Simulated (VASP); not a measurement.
# Al3B2Sb in VASP: a series of runs

Al3B2Sb is run at these levels: PBE; tasks: single point, relaxation of cell and atoms.

All numbers are computed with VASP 6.6.1; they aren't measurements. Logs are shortened: lines on timing, memory, paths and dates and some standing lists are left out, and cuts for length are marked.

## 1. The cell of the first run

The typed cell holds 6 atoms: a = 6.113 Å, b = 6.113 Å, c = 2.810 Å, α = 90.00°, β = 90.00°, γ = 119.99°.

## 2. Single point, PBE

The input, INCAR:

```
PREC = Accurate ; ENCUT = 520
EDIFF = 1E-6 ; ISMEAR = 0
SIGMA = 0.1 ; LREAL = F
LASPH = T ; NELM = 100
ALGO = Normal ; ISIF = 2
LWAVE = F ; LCHARG = F
GGA = PE ; NBANDS = 19
```

The input, KPOINTS:

```
regular mesh
0
Gamma
  8 8 14
```

The input, POSCAR:

```
Al3B2Sb
1.0
    3.0570878100     -5.2939777098      0.0000000000
    3.0570878100      5.2939777098      0.0000000000
    0.0000000000      0.0000000000      2.8099890409
Al B Sb
3 2 1
Direct
    0.0000000000      0.5000000000      0.0000000000
    0.5000000000      0.5000000000      0.0000000000
    0.5000000000      0.0000000000      0.0000000000
    0.3333241824      0.6666758176      0.5000000000
    0.6666758176      0.3333241824      0.5000000000
    0.0000000000      0.0000000000      0.0000000000
```

Potentials or basis: VASP PAW PBE potentials, release 64 (Al, B, Sb).

The run is started by

```bash
$ cat potpaw_PBE.64/Al/POTCAR potpaw_PBE.64/B/POTCAR potpaw_PBE.64/Sb/POTCAR > POTCAR
$ mpirun -np 1 vasp_std > vasp.out
```

OUTCAR:

```text
PREC = Accurate
   ENCUT = 520
   EDIFF = 1E-6
   ISMEAR = 0
   LREAL = F
   LASPH = T
   NELM = 100
   ISIF = 2
   GGA = PE

 ion  position               nearest neighbor table
   1  0.000  0.500  0.000-   4 2.26   5 2.26   4 2.26   5 2.26   2 3.06   6 3.06   6 3.06   2 3.06
                             3 3.06   3 3.06
   2  0.500  0.500  0.000-   4 2.26   5 2.26   4 2.26   5 2.26   1 3.06   3 3.06   3 3.06   1 3.06
                             6 3.06   6 3.06
   3  0.500  0.000  0.000-   4 2.26   5 2.26   4 2.26   5 2.26   2 3.06   6 3.06   2 3.06   6 3.06
                             1 3.06   1 3.06
   4  0.333  0.667  0.500-   2 2.26   2 2.26   3 2.26   1 2.26   1 2.26   3 2.26
   5  0.667  0.333  0.500-   2 2.26   2 2.26   3 2.26   1 2.26   1 2.26   3 2.26
   6  0.000  0.000  0.000-   1 3.06   3 3.06   1 3.06   3 3.06   2 3.06   2 3.06

  LATTYP: Found a base centered orthorhombic cell.
 ALAT       =     6.1141756200
 B/A-ratio  =     1.7317061330
 C/A-ratio  =     0.4595859222

  Lattice vectors:

 A1 = (   3.0570878100,  -5.2939777098,   0.0000000000)
 A2 = (   3.0570878100,   5.2939777098,   0.0000000000)
 A3 = (   0.0000000000,   0.0000000000,   2.8099890409)

Analysis of symmetry for initial positions (statically):
=====================================================================
 Subroutine PRICEL returns:
 Original cell was already a primitive cell.

 Routine SETGRP: Setting up the symmetry group for a
 base centered orthorhombic supercell.

 Subroutine GETGRP returns: Found  8 space group operations
 (whereof  8 operations were pure point group operations)
 out of a pool of  8 trial point group operations.

The static configuration has the point symmetry D_2h.

Analysis of symmetry for dynamics (positions and initial velocities):
=====================================================================
 Subroutine PRICEL returns:
 Original cell was already a primitive cell.

 Routine SETGRP: Setting up the symmetry group for a
 base centered orthorhombic supercell.

 Subroutine GETGRP returns: Found  8 space group operations
 (whereof  8 operations were pure point group operations)
 out of a pool of  8 trial point group operations.

The dynamic configuration has the point symmetry D_2h.

 Subroutine INISYM returns: Found  8 space group operations
 (whereof  8 operations are pure point group operations),
 and found     1 'primitive' translations

----------------------------------------------------------------------------------------

                                     Primitive cell

  volume of cell :      90.9546
[... 97 lines left out ...]
   EDIFF  = 0.1E-05   stopping-criterion for ELM
   LREAL  =      F    real-space projection
   EDIFFG = 0.1E-04   stopping-criterion for IOM
   NSW    =      0    number of steps for IOM
   IBRION =     -1    ionic relax: 0-MD 1-quasi-New 2-CG
   NFREE  =      0    steps in history (QN), initial steepest desc. (CG)
   ISIF   =      2    stress and relaxation
   ISYM   =      2    0-nonsym 1-usesym 2-fastsym
   POTIM  = 0.5000    time-step for ionic-motion
   TEBEG  =    0.0;   TEEND  =   0.0 temperature during run
   PSTRESS=    0.0 pullay stress
   NELECT =      20.0000    total number of electrons
   NUPDOWN=      -1.0000    fix difference up-down
   EMIN   =  10.00;   EMAX   =-10.00  energy-range for DOS
   EFERMI =   0.00;   METHOD = LEGACY
   ISMEAR =     0;   SIGMA  =   0.10  broadening in eV -4-tet -1-fermi 0-gaus
   EFERMI_NEDOS =   21; number of points for ismear=-14 and -15
   IALGO  =     38    algorithm
   IMIX   =      4    mixing-type and parameters
     AMIX     =   0.40;   BMIX     =  1.00
     AMIX_MAG =   1.60;   BMIX_MAG =  1.00
  volume/ion in A,a.u.               =      15.16       102.30
  Fermi-wavevector in a.u.,A,eV,Ry     =   0.988121  1.867277 13.284488  0.976382
  Thomas-Fermi vector in A             =   2.119624
   LORBIT       =      0    0 simple, 1 ext, 2 COOP (PROOUT), +10 PAW based schemes
   GGA     = PE    functional components
   LHFCALC =     F    Hartree Fock is set to
   AEXX    =    0.0000 exact exchange contribution
   IVDW    =     0    specifies the selected vdW correction
   LEPSILON=     F    determine dielectric tensor
   LRPA    =     F    only Hartree local field effects (RPA)
 non-spin polarized calculation
 Gauss-broadening in eV      SIGMA  =   0.10
  energy-cutoff  :      520.00
  volume of cell :       90.95
 maximum number of plane-waves:      2495
 NGX is ok and might be reduce to    48
   NGX = 23   NGY = 23   NGZ = 11

 number of electron      19.9999999 magnetization

 Free energy of the ion-electron system (eV)
  ---------------------------------------------------
  ext. energy  EPLUGINS =         0.00000000
  ---------------------------------------------------
  free energy    TOTEN  =       -26.65880884 eV

  energy without entropy =      -26.64215075  energy(sigma->0) =      -26.65047980

 E-fermi :   7.5046     XC(G=0): -10.4254

 val. band max:        7.4968902057   @ k =  -0.2500   0.1250   0.3571
 cond. band min:       7.5074771537   @ k =   0.1250   0.0000   0.4286
 fundamental gap:      0.0105869480
 Fermi energy:         7.5046132713

 k-point     1 :       0.0000    0.0000    0.0000
  band No.  band energies     occupation
      1      -4.7980      2.00000
      2      -1.9072      2.00000
      3      -1.0910      2.00000
      4       1.1155      2.00000
      5       1.1164      2.00000
      6       2.1707      2.00000
[... 505 lines left out ...]
      6       3.3604      2.00000
[... 11 lines left out ...]
     18      14.7318      0.00000
     19      15.7158      0.00000

 [... further k-points ...]
[... 5 lines left out ...]
  --------------------------------------------------------------------------------------
  -------------------------------------------------------------------------------------
  Total        0.0055655      0.0135918      0.0187009      0.0000000      0.0000000      0.0000000
  in kB        0.0980362      0.2394207      0.3294187      0.0000000      0.0000000      0.0000000
  external PRESSURE =       0.2222919 kB  Pullay stress =       0.0000000 kB

 VOLUME and BASIS-vectors are now :
 -----------------------------------------------------------------------------
  energy-cutoff  :      520.00
  volume of cell :       90.95
      direct lattice vectors                 reciprocal lattice vectors
     3.057087810 -5.293977710  0.000000000     0.163554347 -0.094446941  0.000000000
     3.057087810  5.293977710  0.000000000     0.163554347  0.094446941  0.000000000
     0.000000000  0.000000000  2.809989041     0.000000000  0.000000000  0.355873274

 POSITION                                       TOTAL-FORCE (eV/Angst)
 -----------------------------------------------------------------------------------
      1.52854      2.64699      0.00000        -0.000000     -0.000000      0.000000
      3.05709      0.00000      0.00000         0.000000     -0.000000      0.000000
      1.52854     -2.64699      0.00000        -0.000000     -0.000000      0.000000
      3.05709      1.76476      1.40499         0.000000      0.000287      0.000000
      3.05709     -1.76476      1.40499         0.000000     -0.000287      0.000000
      0.00000      0.00000      0.00000         0.000000     -0.000000      0.000000
 -----------------------------------------------------------------------------------
    total drift:                               -0.000000     -0.000000     -0.000000

  FREE ENERGIE OF THE ION-ELECTRON SYSTEM (eV)
  ---------------------------------------------------
  free  energy   TOTEN  =       -26.6588088440 eV

  energy  without entropy=      -26.6421507508  energy(sigma->0) =      -26.65047980
```

Wall time 98 s (1 thread of Intel Xeon 6975P-C (Granite Rapids), shared host); peak memory 0.43 GiB.

What came out:

- Free energy: -26.6588 eV
- Pressure: 0.0 GPa
- Band gap on the k mesh: zero (band 10 reaches 10.21 eV, above the bottom of band 11 at 6.71 eV)

Levels at points of the mesh, in eV from the Fermi level:
```
           k point  band 8  band 9  band 10  band 11  band 12  band 13
(0.00, 0.00, 0.00)    0.18    0.18     2.53     3.33     3.34     5.12
(0.50, 0.00, 0.00)   -2.27   -1.41     0.94     2.81     3.05     3.37
(0.50, 0.50, 0.00)   -2.27   -1.41     0.94     2.81     3.05     3.37
(0.00, 0.00, 0.50)   -3.15   -1.72    -1.72    -0.30    -0.29    -0.28
(0.50, 0.00, 0.50)   -2.48   -1.26    -0.20    -0.16     0.67     1.58
(0.50, 0.50, 0.50)   -2.48   -1.26    -0.20    -0.16     0.67     1.59
```

Caveat: spin-orbit coupling is left out, which moves the levels of the heavy elements.

## 3. Relaxation of cell and atoms, PBE

This run uses another cell than the first one, of 15.19 Å³/atom, 1.002 times its volume.

The input, INCAR:

```
SYSTEM = Al3B2Sb
ALGO = Normal
EDIFF = 1E-6
EDIFFG = -0.01
ENCUT = 600
GGA = PE
IBRION = 2
ISIF = 3
ISMEAR = 0
LASPH = .True.
LCHARG = .False.
LREAL = .False.
LWAVE = .False.
NELM = 60
NSW = 100
PREC = Accurate
SIGMA = 0.1
```

The input, KPOINTS:

```
k-points
0
Gamma
  6 6 14
  0 0 0
```

The input, POSCAR:

```
Al3B2Sb
1.0
    6.0776918295      0.0000000000      0.0000000000
   -3.0388459148      5.2634355207      0.0000000000
    0.0000000000      0.0000000000      2.8489825680
Al B Sb
3 2 1
Direct
    0.5000000000      0.0000000000      0.0000000000
    0.0000000000      0.5000000000      0.0000000000
    0.5000000000      0.5000000000      0.0000000000
    0.3333333333      0.6666666667      0.5000000000
    0.6666666667      0.3333333333      0.5000000000
    0.0000000000      0.0000000000      0.5000000000
```

Potentials or basis: VASP PAW PBE potentials, release 64 (Al, B, Sb).

The run is started by

```bash
$ cat potpaw_PBE.64/Al/POTCAR potpaw_PBE.64/B/POTCAR potpaw_PBE.64/Sb/POTCAR > POTCAR
$ mpirun -np 1 vasp_std > vasp.out
```

It took 1.7 min on 1 thread of Intel Xeon 6975P-C (Granite Rapids), shared host; peak memory 0.31 GiB.

The run converged. Its results:

- Free energy: -26.0442 eV
- Relaxed volume: 15.30 Å³/atom
- Relaxed cell: a = 6.139 Å, b = 6.139 Å, c = 2.812 Å, α = 90.00°, β = 90.00°, γ = 120.00°
- Space group after relaxing (to 0.05 Å): P6/mmm (No. 191)
- Energy gained by relaxing: 1.5 meV/atom
- Ionic steps: 5
- Pressure after relaxing: 0.0 GPa
- Band gap on the k mesh: zero (band 10 reaches 10.23 eV, above the bottom of band 11 at 6.84 eV)

Step by step:
| step | energy change (eV) | largest force (eV/Å) | pressure (GPa) | volume (Å³) |
| --- | --- | --- | --- | --- |
| 1 | 0.0000 | 0.0000 | 0.15 | 91.14 |
| 2 | -0.0039 | 0.0000 | 0.10 | 91.33 |
| 3 | -0.0084 | 0.0000 | -0.02 | 91.89 |
| 4 | -0.0087 | 0.0000 | 0.01 | 91.74 |
| 5 | -0.0088 | 0.0000 | 0.00 | 91.78 |

Final structure:
```cif
data_structure
_symmetry_space_group_name_H-M 'P 1'
_symmetry_Int_Tables_number 1
_cell_length_a 6.1386
_cell_length_b 6.1386
_cell_length_c 2.8124
_cell_angle_alpha 90.000
_cell_angle_beta 90.000
_cell_angle_gamma 120.000
_cell_volume 91.78
loop_
_atom_site_label
_atom_site_type_symbol
_atom_site_fract_x
_atom_site_fract_y
_atom_site_fract_z
_atom_site_occupancy
Al1 Al 0.50000 0.00000 0.00000 1
Al2 Al 0.00000 0.50000 0.00000 1
Al3 Al 0.50000 0.50000 0.00000 1
B1 B 0.33333 0.66667 0.50000 1
B2 B 0.66667 0.33333 0.50000 1
Sb1 Sb 0.00000 0.00000 0.50000 1
```

Levels at points of the mesh, in eV from the Fermi level:
| k point | band 7 | band 8 | band 9 | band 10 | band 11 | band 12 | band 13 | band 14 |
| --- | --- | --- | --- | --- | --- | --- | --- | --- |
| (0.00, 0.00, 0.00) | -5.50 | -0.01 | -0.01 | 2.42 | 3.03 | 3.23 | 4.91 | 5.68 |
| (0.50, 0.00, 0.00) | -2.56 | -2.46 | -1.57 | 0.67 | 2.70 | 2.95 | 3.17 | 3.76 |
| (0.00, 0.00, 0.50) | -3.37 | -3.37 | -1.65 | -1.65 | -0.36 | -0.36 | 0.10 | 0.10 |
| (0.50, 0.00, 0.50) | -3.91 | -1.45 | -1.36 | -0.60 | 0.44 | 1.02 | 1.07 | 1.49 |

Caveat: spin-orbit coupling is left out, which moves the levels of the heavy elements.
